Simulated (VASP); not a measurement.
# CdH2O2 (P-3m1) in VASP: single point with PBEsol

Aim: the single point of CdH2O2 with PBEsol.

Program: VASP 6.6.1. These are calculated values, not measurements. Logs are shortened: lines on timing, memory, paths and dates and some standing lists are left out, and cuts for length are marked.

## Step 1: The cell of the first run

It takes space group P-3m1 (No. 164, trigonal). The conventional cell has a = 3.562 Å, b = 3.562 Å, c = 4.704 Å, α = 90.00°, β = 90.00°, γ = 120.00°. Within 3.1 Å of Cd (site symmetry -3m) lie 6 O at 2.35 Å and 6 H at 2.95 Å. H (site symmetry 3m) has 1 O at 0.98 Å within 1.3 Å. O (site symmetry 3m) has 1 H at 0.98 Å within 1.3 Å.

## Step 2: Single point, PBEsol

INCAR

```
SYSTEM = CdH2O2
PREC = Accurate
ENCUT = 700
EDIFF = 1E-6
ISMEAR = 0
SIGMA = 0.01
LREAL = .FALSE.
LASPH = .TRUE.
NELM = 120
ALGO = Normal
ISIF = 2
LWAVE = .FALSE.
LCHARG = .FALSE.
GGA = PS
NBANDS = 25
GGA_COMPAT = .FALSE.
```

KPOINTS

```
regular mesh
0
G
  6 6 4
  0 0 0
```

POSCAR

```
CdH2O2
1.0
    3.5617922789      0.0000000000      0.0000000000
   -1.7808910737      3.0845941997      0.0000000000
    0.0000000000      0.0000000000      4.7040788487
Cd H O
1 2 2
Direct
    0.0000000000      0.0000000000      0.0000000000
    0.6666666667      0.3333333333      0.5509600000
    0.3333333333      0.6666666667      0.4490400000
    0.6666666667      0.3333333333      0.7593700000
    0.3333333333      0.6666666667      0.2406300000
```

Potentials or basis: VASP PAW PBE potentials, release 64 (Cd_sv_GW, H, O).

Launch:

```sh
$ cat potpaw_PBE.64/Cd_sv_GW/POTCAR potpaw_PBE.64/H/POTCAR potpaw_PBE.64/O/POTCAR > POTCAR
$ mpirun -np 1 vasp_std > vasp.out
```

OUTCAR:

```text
SYSTEM = CdH2O2
   PREC = Accurate
   ENCUT = 700
   EDIFF = 1E-6
   ISMEAR = 0
   LREAL = .FALSE.
   LASPH = .TRUE.
   NELM = 120
   ISIF = 2
   GGA = PS

 ion  position               nearest neighbor table
   1  0.000  0.000  0.000-
   2  0.667  0.333  0.551-   4 0.98
   3  0.333  0.667  0.449-   5 0.98
   4  0.667  0.333  0.759-   2 0.98
   5  0.333  0.667  0.241-   3 0.98

  LATTYP: Found a hexagonal cell.
 ALAT       =     3.5617922789
 C/A-ratio  =     1.3207055551

  Lattice vectors:

 A1 = (   3.5617922789,   0.0000000000,   0.0000000000)
 A2 = (  -1.7808910737,   3.0845941997,   0.0000000000)
 A3 = (   0.0000000000,   0.0000000000,   4.7040788487)

Analysis of symmetry for initial positions (statically):
=====================================================================
 Subroutine PRICEL returns:
 Original cell was already a primitive cell.

 Routine SETGRP: Setting up the symmetry group for a
 hexagonal supercell.

 Subroutine GETGRP returns: Found 12 space group operations
 (whereof 12 operations were pure point group operations)
 out of a pool of 24 trial point group operations.

The static configuration has the point symmetry D_3d.

Analysis of symmetry for dynamics (positions and initial velocities):
=====================================================================
 Subroutine PRICEL returns:
 Original cell was already a primitive cell.

 Routine SETGRP: Setting up the symmetry group for a
 hexagonal supercell.

 Subroutine GETGRP returns: Found 12 space group operations
 (whereof 12 operations were pure point group operations)
 out of a pool of 24 trial point group operations.

The dynamic configuration has the point symmetry D_3d.

 Subroutine INISYM returns: Found 12 space group operations
 (whereof 12 operations are pure point group operations),
 and found     1 'primitive' translations

----------------------------------------------------------------------------------------

                                     Primitive cell

  volume of cell :      51.6822

  direct lattice vectors                    reciprocal lattice vectors
     3.561792279  0.000000000  0.000000000     0.280757529  0.162095415  0.000000000
    -1.780891074  3.084594200  0.000000000     0.000000000  0.324191753  0.000000000
     0.000000000  0.000000000  4.704078849     0.000000000  0.000000000  0.212581471

  length of vectors
     3.561792279  3.561782474  4.704078849     0.324190860  0.324191753  0.212581471

  position of ions in fractional coordinates (direct lattice)
     0.000000000  0.000000000  0.000000000
     0.666666667  0.333333333  0.550960000
     0.333333333  0.666666667  0.449040000
     0.666666667  0.333333333  0.759370000
     0.333333333  0.666666667  0.240630000

  ion indices of the primitive-cell ions
   primitive index   ion index
                 1           1
                 2           2
                 3           3
                 4           4
                 5           5

----------------------------------------------------------------------------------------

 KPOINTS: regular mesh

Automatic generation of k-mesh.
 Grid dimensions read from file:
 generate k-points for:    6    6    4

 Generating k-lattice:

  Cartesian coordinates                     Fractional coordinates (reciprocal lattice)
     0.046792922  0.027015903  0.000000000     0.166666667 -0.000000000  0.000000000
     0.000000000  0.054031959  0.000000000     0.000000000  0.166666667  0.000000000
     0.000000000  0.000000000  0.053145368     0.000000000  0.000000000  0.250000000

  Length of vectors
     0.054031810  0.054031959  0.053145368

  Shift w.r.t. Gamma in fractional coordinates (k-lattice)
     0.000000000  0.000000000  0.000000000

 Subroutine IBZKPT returns following result:
 ===========================================

 Found     24 irreducible k-points:

 Following reciprocal coordinates:
            Coordinates               Weight
  0.000000  0.000000  0.000000      1.000000
  0.166667 -0.000000  0.000000      6.000000
  0.333333 -0.000000  0.000000      6.000000
  0.500000 -0.000000  0.000000      3.000000
  0.166667  0.166667  0.000000      6.000000
  0.333333  0.166667  0.000000     12.000000
[... 16 lines left out ...]
  0.333333  0.166667  0.500000     12.000000
  0.333333  0.333333  0.500000      2.000000
   k-points           NKPTS =     24   k-points in BZ     NKDIM =     24   number of bands    NBANDS=     25
   number of dos      NEDOS =    301   number of ions     NIONS =      5
   total plane-waves  NPLWV =  43008
   dimension x,y,z NGX =    32 NGY =   32 NGZ =   42
   dimension x,y,z NGXF=    64 NGYF=   64 NGZF=   84
   ions per type =               1   2   2
   NGX,Y,Z   is equivalent  to a cutoff of  14.94, 14.94, 14.84 a.u.
   NGXF,Y,Z  is equivalent  to a cutoff of  29.87, 29.87, 29.69 a.u.
 SYSTEM =  CdH2O2
   PREC   = accura    normal or accurate (medium, high low for compatibility)
   ISTART =      0    job   : 0-new  1-cont  2-samecut
   ICHARG =      2    charge: 1-file 2-atom 10-const
   ISPIN  =      1    spin polarized calculation?
   LNONCOLLINEAR =      F non collinear calculations
   LSORBIT =      F    spin-orbit coupling
   LASPH  =      T    aspherical Exc in radial PAW
   ENCUT  =  700.0 eV  51.45 Ry    7.17 a.u.   7.68  7.68 10.15*2*pi/ulx,y,z
   NELM   =    120;   NELMIN=  2; NELMDL= -5     # of ELM steps
   EDIFF  = 0.1E-05   stopping-criterion for ELM
   LREAL  =      F    real-space projection
   EDIFFG = 0.1E-04   stopping-criterion for IOM
   NSW    =      0    number of steps for IOM
   IBRION =     -1    ionic relax: 0-MD 1-quasi-New 2-CG
   NFREE  =      0    steps in history (QN), initial steepest desc. (CG)
   ISIF   =      2    stress and relaxation
   ISYM   =      2    0-nonsym 1-usesym 2-fastsym
   POTIM  = 0.5000    time-step for ionic-motion
   TEBEG  =    0.0;   TEEND  =   0.0 temperature during run
   PSTRESS=    0.0 pullay stress
   NELECT =      34.0000    total number of electrons
   NUPDOWN=      -1.0000    fix difference up-down
   EMIN   =  10.00;   EMAX   =-10.00  energy-range for DOS
   EFERMI =   0.00;   METHOD = LEGACY
   ISMEAR =     0;   SIGMA  =   0.01  broadening in eV -4-tet -1-fermi 0-gaus
   EFERMI_NEDOS =   21; number of points for ismear=-14 and -15
   IALGO  =     38    algorithm
   IMIX   =      4    mixing-type and parameters
     AMIX     =   0.40;   BMIX     =  1.00
     AMIX_MAG =   1.60;   BMIX_MAG =  1.00
  volume/ion in A,a.u.               =      10.34        69.75
  Fermi-wavevector in a.u.,A,eV,Ry     =   1.423817  2.690623 27.582463  2.027254
  Thomas-Fermi vector in A             =   2.544374
   LORBIT       =      0    0 simple, 1 ext, 2 COOP (PROOUT), +10 PAW based schemes
   GGA     = PS    functional components
   LHFCALC =     F    Hartree Fock is set to
   AEXX    =    0.0000 exact exchange contribution
   IVDW    =     0    specifies the selected vdW correction
   LEPSILON=     F    determine dielectric tensor
   LRPA    =     F    only Hartree local field effects (RPA)
 non-spin polarized calculation
 Gauss-broadening in eV      SIGMA  =   0.01
  energy-cutoff  :      700.00
  volume of cell :       51.68
 maximum number of plane-waves:      2216
 NGX is ok and might be reduce to    32
   NGX = 15   NGY = 15   NGZ = 21

 number of electron      33.9999993 magnetization

 Free energy of the ion-electron system (eV)
  ---------------------------------------------------
  ext. energy  EPLUGINS =         0.00000000
  ---------------------------------------------------
  free energy    TOTEN  =       -23.56922890 eV

  energy without entropy =      -23.56922890  energy(sigma->0) =      -23.56922890

 E-fermi :   1.2661     XC(G=0): -10.1402

 val. band max:        1.0754679077   @ k =   0.5000  -0.0000   0.0000
 cond. band min:       2.5855744764   @ k =   0.0000   0.0000   0.0000
 fundamental gap:      1.5101065688
 Fermi energy:         1.2660807294

 k-point     1 :       0.0000    0.0000    0.0000
  band No.  band energies     occupation
      1     -98.5377      2.00000
      2     -59.6871      2.00000
      3     -59.6353      2.00000
      4     -59.6352      2.00000
      5     -17.1559      2.00000
      6     -16.2195      2.00000
[... 17 lines left out ...]
     24      15.3782      0.00000
     25      17.9761      0.00000

 k-point     2 :       0.1667   -0.0000    0.0000
  band No.  band energies     occupation
      1     -98.5376      2.00000
      2     -59.6870      2.00000
      3     -59.6364      2.00000
      4     -59.6356      2.00000
      5     -17.0601      2.00000
      6     -16.2581      2.00000
[... 17 lines left out ...]
     24      15.8162      0.00000
     25      16.9956      0.00000

 k-point     3 :       0.3333   -0.0000    0.0000
  band No.  band energies     occupation
      1     -98.5375      2.00000
      2     -59.6867      2.00000
      3     -59.6388      2.00000
      4     -59.6362      2.00000
      5     -16.8345      2.00000
      6     -16.3634      2.00000
[... 17 lines left out ...]
     24      14.2932      0.00000
     25      15.7955      0.00000

 k-point     4 :       0.5000   -0.0000    0.0000
  band No.  band energies     occupation
      1     -98.5375      2.00000
      2     -59.6866      2.00000
      3     -59.6400      2.00000
      4     -59.6366      2.00000
      5     -16.6624      2.00000
      6     -16.4722      2.00000
[... 17 lines left out ...]
     24      14.2113      0.00000
     25      15.6310      0.00000
[... 477 lines left out ...]
 k-point    22 :       0.1667    0.1667    0.5000
  band No.  band energies     occupation
      1     -98.5375      2.00000
      2     -59.6868      2.00000
      3     -59.6380      2.00000
      4     -59.6363      2.00000
      5     -16.7298      2.00000
      6     -16.5008      2.00000
[... 17 lines left out ...]
     24      14.5508      0.00000
     25      16.5684      0.00000

 k-point    23 :       0.3333    0.1667    0.5000
  band No.  band energies     occupation
      1     -98.5374      2.00000
      2     -59.6866      2.00000
      3     -59.6394      2.00000
      4     -59.6371      2.00000
      5     -16.6387      2.00000
      6     -16.4805      2.00000
[... 17 lines left out ...]
     24      15.7009      0.00000
     25      16.6624      0.00000

 k-point    24 :       0.3333    0.3333    0.5000
  band No.  band energies     occupation
      1     -98.5374      2.00000
      2     -59.6866      2.00000
      3     -59.6387      2.00000
      4     -59.6386      2.00000
      5     -16.5422      2.00000
      6     -16.5422      2.00000
[... 17 lines left out ...]
     24      17.0960      0.00000
     25      17.7033      0.00000

------------------------ aborting loop because EDIFF is reached ----------------------------------------

  FORCE on cell =-STRESS in cart. coord.  units (eV):
  Direction    XX          YY          ZZ          XY          YZ          ZX
  --------------------------------------------------------------------------------------
  -------------------------------------------------------------------------------------
  Total       -1.5869866     -1.5869779     -1.3118183     -0.0000026      0.0000000      0.0000000
  in kB      -49.1974523    -49.1971844    -40.6670849     -0.0000808      0.0000000      0.0000000
  external PRESSURE =     -46.3539072 kB  Pullay stress =       0.0000000 kB

 VOLUME and BASIS-vectors are now :
 -----------------------------------------------------------------------------
  energy-cutoff  :      700.00
  volume of cell :       51.68
      direct lattice vectors                 reciprocal lattice vectors
     3.561792279  0.000000000  0.000000000     0.280757529  0.162095415  0.000000000
    -1.780891074  3.084594200  0.000000000     0.000000000  0.324191753  0.000000000
     0.000000000  0.000000000  4.704078849     0.000000000  0.000000000  0.212581471

 POSITION                                       TOTAL-FORCE (eV/Angst)
 -----------------------------------------------------------------------------------
      0.00000      0.00000      0.00000         0.000000      0.000000      0.000000
      1.78090      1.02820      2.59176         0.000000      0.000000     -0.005305
      0.00000      2.05640      2.11232         0.000000      0.000000      0.005305
      1.78090      1.02820      3.57214         0.000000     -0.000000      0.398714
      0.00000      2.05640      1.13194        -0.000000      0.000000     -0.398714
 -----------------------------------------------------------------------------------
    total drift:                               -0.000000     -0.000000     -0.000000

  FREE ENERGIE OF THE ION-ELECTRON SYSTEM (eV)
  ---------------------------------------------------
  free  energy   TOTEN  =       -23.5692289050 eV

  energy  without entropy=      -23.5692289050  energy(sigma->0) =      -23.56922890
```

It took 51 s on 1 thread of Intel Xeon 6975P-C (Granite Rapids), shared host; peak memory 0.23 GiB.

Results:

```yaml
Free_energy: -23.5692 eV
Pressure: -4.6 GPa
Largest_force: 0.399 eV/Å
Band_gap_on_the_k_mesh: 1.51 eV (least direct gap 1.85 eV)
```

Forces in eV/Å, atoms in the order of the input:
```
Cd   0.000  0.000  0.000
H    0.000  0.000 -0.005
H    0.000  0.000  0.005
O    0.000  0.000  0.399
O    0.000  0.000 -0.399
```

Caveat: the cell stands under tension; the PAW data sets were made with another functional, which shifts forces and pressure a little. A k mesh can miss the band edges.
